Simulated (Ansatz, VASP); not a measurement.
**CdW3: VASP beside Ansatz**

```
Cd W
1.0
     4.05554    0.00000    0.00000
     0.00000    4.05554    0.00000
     0.00000    0.00000    4.05554
Cd W
1 3
Direct
  0.00000 0.00000 0.00000
  0.00000 0.50000 0.50000
  0.50000 0.00000 0.50000
  0.50000 0.50000 0.00000
```

Alike in both runs: functional PBE; k mesh 12 × 12 × 12; occupations gaussian, width 0.1 eV; no spin polarisation.

Ansatz relaxed the structure, and its values are those at the end. VASP's run is a single point on that final structure, the one shown.

|  | VASP | Ansatz |
| --- | --- | --- |
| version | VASP 6.6.1 | Ansatz 0.2.0 |
| potentials or method | VASP PAW PBE potentials, release 64 (Cd, W_sv), cutoff 520 eV | scalar-relativistic, plane waves, PAW |
| valence electrons in the cell | 54 | 62 |

|  | VASP | Ansatz | Ansatz less VASP |
| --- | --- | --- | --- |
| gap on the k mesh at the Fermi level (eV) | none | none | - |
| pressure (GPa) | 0.8 | 0.0 | -0.85 |

A gap of «none» marks a metal or a gap that the smearing closes. With one functional, cell and mesh, what is left measures potentials, basis and numerics. VASP's potentials hold 54 valence electrons a cell and Ansatz's 62, so a difference there can come from the potentials and not from the codes.

Spin-orbit coupling is off throughout.
